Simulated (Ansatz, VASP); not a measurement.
## MoS2 in VASP and in Ansatz

```
Mo S
1.0
     3.56395    0.00000    0.00000
    -1.78197    3.08647    0.00000
     0.00000    0.00000    5.74939
Mo S
1 2
Direct
  0.00000 0.00000 0.00000
  0.33333 0.66667 0.25200
  0.66667 0.33333 0.74800
```

Alike in both runs: task single point; functional PBE; k mesh 6 × 6 × 4; occupations gaussian, width 0.05 eV; collinear spin; Hubbard terms Mo d U = 3.0 eV.

|  | VASP | Ansatz |
| --- | --- | --- |
| version | VASP 6.6.1 | Ansatz 0.2.0 |
| potentials or method | VASP PAW PBE potentials, release 64 (Mo_sv, S) | Ansatz PAW |
| plane-wave cutoff (eV) | 520 | 420 |
| valence electrons in the cell | 26 | 26 |

|  | VASP | Ansatz | Ansatz less VASP |
| --- | --- | --- | --- |
| gap on the k mesh at the Fermi level (eV) | none | none | - |
| pressure (GPa) | -3.3 | -2.6 | +0.70 |
| traceless stress, the component that is largest in VASP (GPa) | -0.26 | -1.59 | -1.334 |
| rms of the force components (eV/Å) | 0.265 | 0.264 | -0.0011 |
| net moment per atom (μB) | 0.67 | 0.67 | 0.000 |
| size of the moment on the site where the two differ most (μB) | 2.08 | 1.87 | -0.203 |

Site moments also hang on the region over which each program counts them. The programs project onto different local orbitals, so the same U acts differently, and such runs can settle in different states. Atom by atom the forces differ by 0.001 eV/Å (rms over components). A gap of «none» marks a metal or a gap that the smearing closes.

Noted on Ansatz's run: the magnetic or orbital state may not be the lowest.
